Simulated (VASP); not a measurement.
Set up this calculation in VASP 6.6.1, as the native input.

| Quantity | Value |
| --- | --- |
| Task | single point |
| Functional | r2SCAN |
| Potentials or basis | VASP PAW PBE potentials, release 64 (Cd, H, O) |
| Cutoff | 520 eV |
| k mesh | 6 × 6 × 4 |
| Occupations | gaussian, width 0.01 eV |
| Spin | no spin polarisation |
| Dipole correction | no |
| Further INCAR settings | ALGO = Normal; EDIFF = 1e-06; NBANDS = 21 |

CdH2O2:

```
Cd H O
1.0
     3.60130    0.00000    0.00000
    -1.80065    3.11882    0.00000
     0.00000    0.00000    4.75627
Cd H O
1 2 2
Cartesian
  0.0000 0.0000 0.0000
  1.8007 1.0396 2.6205
  0.0000 2.0792 2.1357
  1.8007 1.0396 3.6118
  0.0000 2.0792 1.1445
```

These files were run (other wordings do the same):

POSCAR

```
CdH2O2
1.0
    3.6013041568      0.0000000000      0.0000000000
   -1.8006520784      3.1188210672      0.0000000000
    0.0000000000      0.0000000000      4.7562667927
Cd H O
1 2 2
Direct
    0.0000000000      0.0000000000      0.0000000000
    0.6666666667      0.3333333333      0.5509610000
    0.3333333333      0.6666666667      0.4490390000
    0.6666666667      0.3333333333      0.7593720000
    0.3333333333      0.6666666667      0.2406280000
```

INCAR.step1

```
PREC = Accurate
ENCUT = 520
ISMEAR = 0
SIGMA = 0.01
LREAL = F
LASPH = T
NELM = 60
NBANDS = 21
GGA = PE
ALGO = Normal
EDIFF = 1E-4
LWAVE = T
LCHARG = F
```

INCAR.step2

```
PREC = Accurate
ENCUT = 520
EDIFF = 1E-6
ISMEAR = 0
SIGMA = 0.01
LREAL = F
LASPH = T
NELM = 60
ALGO = Normal
ISIF = 2
LWAVE = F
LCHARG = F
METAGGA = R2SCAN
LMIXTAU = T
NBANDS = 21
ISTART = 1
```

KPOINTS

```
regular mesh
0
Gamma
  6 6 4
```

Potentials or basis: VASP PAW PBE potentials, release 64 (Cd, H, O).

Launch:

```sh
$ cat potpaw_PBE.64/Cd/POTCAR potpaw_PBE.64/H/POTCAR potpaw_PBE.64/O/POTCAR > POTCAR
$ cp INCAR.step1 INCAR
$ mpirun -np 1 vasp_std > vasp.out
$ cp INCAR.step2 INCAR
$ mpirun -np 1 vasp_std > vasp.out
```

It gave:

```json
{"Pressure": "-7.3 GPa", "Largest force": "1.043 eV/Å", "Band gap on the k mesh": "2.04 eV (least direct gap 2.38 eV)"}
```

Caveat: the cell stands under tension; the PAW data sets were made with another functional, which shifts forces and pressure a little.

It took 60 s on 1 thread of Intel(R) Xeon(R) 6975P-C (Granite Rapids) (shared host), peak memory 0.19 GiB.
